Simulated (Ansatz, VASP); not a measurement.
## Tl: VASP beside Ansatz

```xyz
1
Lattice="0.0000 2.5001 2.4001 2.5001 0.0000 2.4001 2.5001 2.5001 0.0000" Properties=species:S:1:pos:R:3 pbc="T T T"
Tl    0.0000    0.0000    0.0000
```

Alike in both runs: task single point; functional PBE; dispersion D3(BJ); k mesh 18 × 18 × 18; occupations gaussian, width 0.15 eV; no spin polarisation.

```csv
,VASP,Ansatz
version,VASP 6.6.1,Ansatz 0.2.0
potentials or method,"VASP PAW PBE potentials, release 64 (Tl_d), cutoff 520 eV","scalar-relativistic, plane waves, PAW"
valence electrons in the cell,13,13
```

```tsv
	VASP	Ansatz	Ansatz less VASP
gap on the k mesh at the Fermi level (eV)	none	none	-
pressure (GPa)	-0.8	-0.7	+0.05
traceless stress, the component that is largest in VASP (GPa)	0.06	0.06	0.000
```

A gap of «none» marks a metal or a gap that the smearing closes.

Spin-orbit coupling is off throughout.
